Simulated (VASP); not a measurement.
Here is a VASP 6.6.1 calculation.

File INCAR:

```
  PREC = Accurate
  ENCUT = 520
  EDIFF = 1E-6
  ISMEAR = -1
  SIGMA = 0.08
  LREAL = F
  LASPH = T
  NELM = 100
  ALGO = Normal
  ISIF = 2
  LWAVE = F
  LCHARG = T
  LELF = T
  LVHAR = T
  NBANDS = 9
```

KPOINTS

```
Automatic mesh
0
Gamma
  16 16 16
```

File POSCAR:

```
S
1.0
    0.0000000000      1.6410954991      1.6410954991
    1.6410954991      0.0000000000      1.6410954991
    1.6410954991      1.6410954991      0.0000000000
S
1
Direct
    0.0000000000      0.0000000000      0.0000000000
```

Potentials or basis: VASP PAW LDA potentials, release 64 (S).

Launch:

```bash
$ cat potpaw_LDA.64/S/POTCAR > POTCAR
$ mpirun -np 1 vasp_std > vasp.out
```

(1) Estimate the pressure.

(2) What does it give for the band gap on the k mesh?

## Answers

(1) 137.3 GPa.

(2) zero (band 3 reaches 25.91 eV, above the bottom of band 4 at 11.73 eV).
